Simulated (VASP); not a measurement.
Runs of VASP 6.6.1 on KMgF3. The structure is that of space group Pm-3m (No. 221), or close to it. The cells are those of the table. 

```csv
cell,gap on the mesh (eV),pressure (GPa)
"a = 3.986, b = 3.986, c = 4.145 Å, 5 atoms",6.99,0.5
"a = 3.667 Å, 5 atoms",9.51,39.0
"a = 3.667, b = 3.667, c = 3.826 Å, 5 atoms",(b),30.7
"a = 4.145, b = 4.145, c = 3.986 Å, 5 atoms",6.73,-2.0
"a = 3.826 Å, 5 atoms",8.30,16.5
"a = 3.986, b = 3.986, c = 3.826 Å, 5 atoms",7.61,7.3
"a = 4.305, b = 4.305, c = 4.145 Å, 5 atoms",5.99,-7.2
"a = 3.826, b = 3.826, c = 3.986 Å, 5 atoms",7.91,11.6
"a = 3.826, b = 3.826, c = 3.667 Å, 5 atoms",8.66,23.2
"a = 4.305 Å, 5 atoms",5.76,-8.4
"a = 4.145 Å, 5 atoms",(a),-4.2
"a = 4.145, b = 4.145, c = 4.305 Å, 5 atoms",6.22,-5.8
```

Alike in all rows: task single point; level PBE; potentials or basis VASP PAW PBE potentials, release 64 (K_sv, Mg, F); no spin polarisation; k mesh 6 × 6 × 6; cutoff (eV) 520; smearing gaussian 0.05 eV.

Task: Fill in the values left out.

Result: (a) 6.47; (b) 9.02.

Caveats: the cell stands under pressure (at least some runs); the cell stands under tension (at least some runs).

A k mesh can miss the band edges.
